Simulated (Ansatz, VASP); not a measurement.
# Two plane-wave programs on PbS

```
Pb S
1.0
     0.00000    2.81675    2.96500
     2.81675    0.00000    2.96500
     2.81675    2.81675    0.00000
Pb S
1 1
Direct
  0.00000 0.00000 0.00000
  0.50000 0.50000 0.50000
```

Change from the starting cell: strain -0.050 along x and y, +0.000 along z, atoms carried along.

Alike in both runs: task single point; functional PBEsol; k mesh 10 × 10 × 10; occupations gaussian, width 0.03 eV; no spin polarisation.

|  | VASP | Ansatz |
| --- | --- | --- |
| version | VASP 6.6.1 | Ansatz 0.2.0 |
| potentials or method | VASP PAW PBE potentials, release 64 (Pb_d, S), cutoff 520 eV | scalar-relativistic, plane waves, PAW |
| valence electrons in the cell | 20 | 20 |

VASP gave:

```
gap on the k mesh at the Fermi level (eV)                     : 0.27
least direct gap on the mesh (eV)                             : 0.27
pressure (GPa)                                                : 6.8
traceless stress, the component that is largest in VASP (GPa) : -6.14
```

**Question.** Which values does Ansatz return?

**Answer.** gap on the k mesh at the Fermi level (eV): 0.28; least direct gap on the mesh (eV): 0.28; pressure (GPa): 6.9; traceless stress, the component that is largest in VASP (GPa): -6.12.

VASP's potentials were made for PBE, not for PBEsol. With one functional, cell and mesh, what is left measures potentials, basis and numerics.

Spin-orbit coupling is off throughout.
